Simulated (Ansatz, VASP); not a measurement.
# Two plane-wave programs on K2NbO3

```
CELL_PARAMETERS angstrom
3.55580 0.00000 0.00000
-1.77790 3.07941 0.00000
0.00000 0.00000 10.47765
ATOMIC_POSITIONS crystal
K 0.33333 0.66667 0.83834
K 0.33333 0.66667 0.16166
Nb 0.66667 0.33333 0.50000
O 0.66667 0.33333 0.00000
O 0.00000 0.00000 0.50000
O 0.00000 0.00000 0.00000
```

Change from the starting cell: species swapped into the Ce2CuSi3 type (P-6m2, No. 187).

Alike in both runs: functional PBE; k mesh 6 × 6 × 2; occupations gaussian, width 0.1 eV; collinear spin.

Ansatz relaxed the structure, and its values are those at the end. VASP's run is a single point on that final structure, the one shown.

|  | VASP | Ansatz |
| --- | --- | --- |
| version | VASP 6.6.1 | Ansatz 0.2.0 |
| potentials or method | VASP PAW PBE potentials, release 64 (K_sv, Nb_sv, O), cutoff 520 eV | scalar-relativistic, plane waves, PAW |
| valence electrons in the cell | 49 | 49 |

|  | VASP | Ansatz | Ansatz less VASP |
| --- | --- | --- | --- |
| gap on the k mesh at the Fermi level (eV) | none | none | - |
| pressure (GPa) | -0.1 | 0.2 | +0.21 |
| rms of the force components (eV/Å) | 0.019 | 0.002 | -0.0173 |
| net moment per atom (μB) | 0.00 | 0.26 | +0.264 |
| size of the moment on the site where the two differ most (μB) | 0.00 | 0.40 | +0.396 |

The net moments are unlike, so the other rows may belong to different states. Site moments also hang on the region over which each program counts them. A gap of «none» marks a metal or a gap that the smearing closes. Ansatz's warnings: no starting moments.
